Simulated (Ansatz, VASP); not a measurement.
Two plane-wave programs on TiN

```
CELL_PARAMETERS angstrom
0.00000 2.08588 2.08588
2.08588 0.00000 2.08588
2.08588 2.08588 0.00000
ATOMIC_POSITIONS crystal
Ti 0.00000 0.00000 0.00000
N 0.50000 0.50000 0.50000
```

Alike in both runs: functional LDA; k mesh 8 × 8 × 8; occupations gaussian, width 0.1 eV; no spin polarisation.

Ansatz relaxed the structure, and its values are those at the end. VASP's run is a single point on that final structure, the one shown.

|  | VASP | Ansatz |
| --- | --- | --- |
| version | VASP 6.6.1 | Ansatz 0.2.0 |
| potentials or method | VASP PAW LDA potentials, release 64 (Ti_sv, N_h), cutoff 1330 eV | scalar-relativistic, plane waves, PAW |
| valence electrons in the cell | 17 | 17 |

```tsv
	VASP	Ansatz	Ansatz less VASP
gap on the k mesh at the Fermi level (eV)	none	none	-
pressure (GPa)	1.2	0.2	-0.92
```

Ansatz warns that its potentials were made for another functional, while VASP's fit it. LDA's correlation is that of Perdew and Zunger in VASP and of Perdew and Wang (1992) in Ansatz. A gap of «none» marks a metal or a gap that the smearing closes.
